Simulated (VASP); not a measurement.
**AgRh: single point with PBE**

AgRh:

```
Ag Rh
1.0
     2.77759    0.00000    0.00000
    -1.38879    2.40546    0.00000
     0.00000    0.00000    4.80860
Ag Rh
1 1
Cartesian
  0.0000 0.0000 2.4043
  1.3888 0.8018 0.0000
```

| Quantity | Value |
| --- | --- |
| Program | VASP 6.6.1 |
| Task | single point |
| Functional | PBE |
| Potentials or basis | VASP PAW PBE potentials, release 64 (Ag, Rh_pv) |
| Cutoff | 520 eV |
| k mesh | 14 × 14 × 7 |
| Occupations | fermi-dirac, width 0.05 eV |
| Spin | collinear spin, ferromagnetic start |
| Starting moments | [0.0, 0.32] μB |
| Fixed moment | 0.32 μB |
| Dipole correction | no |
| Further INCAR settings | ALGO = Normal; EDIFF = 1e-07; NBANDS = 24 |

```json
{"Pressure": "-2.3 GPa", "Net moment": "0.32 μB per cell", "Site moments": "Ag +0.01; Rh +0.32 μB", "Valence electrons inside the program's atomic spheres": "Ag 9.93; Rh 13.62"}
```

Stress tensor (GPa, compression positive):
```
-1.99  0.00  0.00
 0.00 -1.99  0.00
 0.00  0.00 -2.82
```

Run time: 6.9 min on 1 thread of AMD EPYC 7R13, with other jobs on the host, peak memory 0.22 GiB.

Caveat: the total moment is fixed, so each spin has its own Fermi level.
